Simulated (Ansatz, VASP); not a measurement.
# Ta2H in VASP and in Ansatz

Contents of INCAR:

```
SYSTEM = Ta2H
ALGO = Normal
EDIFF = 1E-7
ENCUT = 520
GGA = PS
ISIF = 2
ISMEAR = 0
LASPH = .TRUE.
LCHARG = .TRUE.
LELF = .TRUE.
LREAL = .FALSE.
LVHAR = .TRUE.
LWAVE = .FALSE.
NBANDS = 18
NELM = 60
PREC = Accurate
SIGMA = 0.1
```

File KPOINTS:

```
k-points
0
G
  12 12 12
  0 0 0
```

Contents of POSCAR:

```
Ta2H
1.0
    3.4138153007      0.0000000000      0.0000000000
    0.0000000000      3.4138153007      0.0000000000
    0.0000000000      0.0000000000      3.3496503606
Ta H
2 1
Direct
    0.5000000000      0.0000000000      0.7520971488
    0.0000000000      0.5000000000      0.2479028512
    0.0000000000      0.0000000000      0.0000000000
```

Input for Ansatz:

```yaml
crystal:
  lattice:
    - [3.4138153007, 0.0, 0.0]
    - [0.0, 3.4138153007, 0.0]
    - [0.0, 0.0, 3.3496503606]
  atoms:
    - { symbol: Ta, position: [0.5, 0.0, 0.7520971488] }
    - { symbol: Ta, position: [0.0, 0.5, 0.2479028512] }
    - { symbol: H, position: [0.0, 0.0, 0.0] }
basis:
  ecutwfc: 420
kpoints:
  mp_grid: { grid: [12, 12, 12] }
hamiltonian:
  xc: pbesol
scf:
  occupations: { method: gaussian, width: 0.1 }
output:
  forces: true
  stress: true
  eigenvalues: true
```

Alike in both runs: task single point; functional PBEsol; k mesh 12 × 12 × 12; occupations gaussian, width 0.1 eV; no spin polarisation.

|  | VASP | Ansatz |
| --- | --- | --- |
| version | VASP 6.6.1 | Ansatz 0.2.0 |
| potentials or method | VASP PAW PBE potentials, release 64 (Ta_pv, H), cutoff 520 eV | scalar-relativistic, plane waves, PAW |
| valence electrons in the cell | 23 | 27 |

VASP gave:

```
gap on the k mesh at the Fermi level (eV)                     : none
pressure (GPa)                                                : -5.2
traceless stress, the component that is largest in VASP (GPa) : 1.37
rms of the force components (eV/Å)                            : 0.315
```

Question: What did Ansatz give for the same quantities?

Answer: gap on the k mesh at the Fermi level (eV): none; pressure (GPa): -5.4; traceless stress, the component that is largest in VASP (GPa): 1.41; rms of the force components (eV/Å): 0.309.

VASP's potentials were made for PBE, not for PBEsol. Atom by atom the forces differ by 0.005 eV/Å (rms over components). A gap of «none» marks a metal or a gap that the smearing closes. With one functional, cell and mesh, what is left measures potentials, basis and numerics. VASP's potentials hold 23 valence electrons a cell and Ansatz's 27, so a difference there can come from the potentials and not from the codes.

Spin-orbit coupling is off throughout.
